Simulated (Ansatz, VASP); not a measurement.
One calculation of Sc2BP3, two programs

File INCAR:

```
ALGO = Normal
EDIFF = 1E-6
EDIFFG = -0.04
ENCUT = 600
GGA = PE
IBRION = 2
ISIF = 3
ISMEAR = 0
LASPH = True
LCHARG = False
LREAL = False
LWAVE = False
NELM = 60
NSW = 90
PREC = Accurate
SIGMA = 0.1
```

The input KPOINTS:

```
k-points
0
Gamma
  6 6 2
```

File POSCAR:

```
Sc2BP3
1.0
    4.1848663800      0.0000000000      0.0000000000
   -2.0924331900      3.6242005900      0.0000000000
    0.0000000000      0.0000000000      7.6622387200
Sc B P
2 1 3
Direct
    0.6666666700      0.3333333300      0.5000000000
    0.3333333300      0.6666666700      0.0000000000
    0.3333333300      0.6666666700      0.5000000000
    0.3333333300      0.6666666700      0.2910629900
    0.3333333300      0.6666666700      0.7089370100
    0.6666666700      0.3333333300      0.0000000000
```

Input for Ansatz:

```yaml
crystal:
  lattice:
    - [4.18486638, 0.0, 0.0]
    - [-2.09243319, 3.62420059, 0.0]
    - [0.0, 0.0, 7.66223872]
  atoms:
    - { symbol: Sc, position: [0.66666667, 0.33333333, 0.5] }
    - { symbol: Sc, position: [0.33333333, 0.66666667, 0.0] }
    - { symbol: B, position: [0.33333333, 0.66666667, 0.5] }
    - { symbol: P, position: [0.33333333, 0.66666667, 0.29106299] }
    - { symbol: P, position: [0.33333333, 0.66666667, 0.70893701] }
    - { symbol: P, position: [0.66666667, 0.33333333, 0.0] }
basis:
  ecutwfc: 420
kpoints:
  mp_grid: { grid: [6, 6, 2] }
hamiltonian:
  xc: pbe
scf:
  occupations: { method: gaussian, width: 0.1 }
  lower_state_search: "off"
output:
  forces: true
  stress: true
  eigenvalues: true
relax:
  adjacent_minimum: "off"
  f_tol: 0.04
  max_steps: 70
  cell: { stress_tol: 0.4 }
```

Alike in both runs: task relaxation of cell and atoms; functional PBE; k mesh 6 × 6 × 2; occupations gaussian, width 0.1 eV; no spin polarisation.

|  | VASP | Ansatz |
| --- | --- | --- |
| version | VASP 6.6.1 | Ansatz 0.2.0 |
| potentials or method | VASP PAW PBE potentials, release 64 (Sc_sv, B, P), cutoff 600 eV | scalar-relativistic, plane waves, PAW |
| valence electrons in the cell | 40 | 40 |

```tsv
	VASP	Ansatz	Ansatz less VASP
gap on the k mesh at the Fermi level, each at its own relaxed structure (eV)	none	none	-
relaxed volume (Å³/atom)	23.37	23.41	+0.036
relaxed length of the cell vector where the two differ most in proportion (Å)	8.930	8.947	+0.0170
```

A gap of «none» marks a metal or a gap that the smearing closes.

The k mesh is coarse, so the values compare programs but aren't converged. Noted on VASP's run: the volume moved by over 15 % at a fixed basis, so the end points are rough.
